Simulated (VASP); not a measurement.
A run of VASP 6.6.1 is set up as follows.

File INCAR:

```
SYSTEM = Sn
PREC = Accurate
ENCUT = 520
EDIFF = 1E-7
ISMEAR = -1
SIGMA = 0.05
LREAL = .False.
LASPH = .True.
NELM = 80
ALGO = Normal
ISIF = 2
LWAVE = .False.
LCHARG = .False.
GGA = PS
NBANDS = 13
```

Contents of KPOINTS:

```
regular mesh
0
Gamma
  13 13 13
  0 0 0
```

File POSCAR:

```
Sn
1.0
    2.8036159460      0.0000000000      0.0000000000
    0.0000000000      2.8036159460      0.0000000000
    0.0000000000      0.0000000000      2.8036159460
Sn
1
Direct
    0.0000000000      0.0000000000      0.0000000000
```

Potentials or basis: VASP PAW PBE potentials, release 64 (Sn_d).

Command:

```sh
$ cat potpaw_PBE.64/Sn_d/POTCAR > POTCAR
$ mpirun -np 1 vasp_std > vasp.out
```

Problem. What does it give for the band gap on the k mesh?

Solution. Zero (band 7 reaches 16.95 eV, above the bottom of band 8 at 8.24 eV).

Problem. What does it give for the pressure?

Solution. 22.9 GPa.

Caveat: the PAW data sets were made with another functional, which shifts forces and pressure a little; spin-orbit coupling is left out, which moves the levels of the heavy elements.
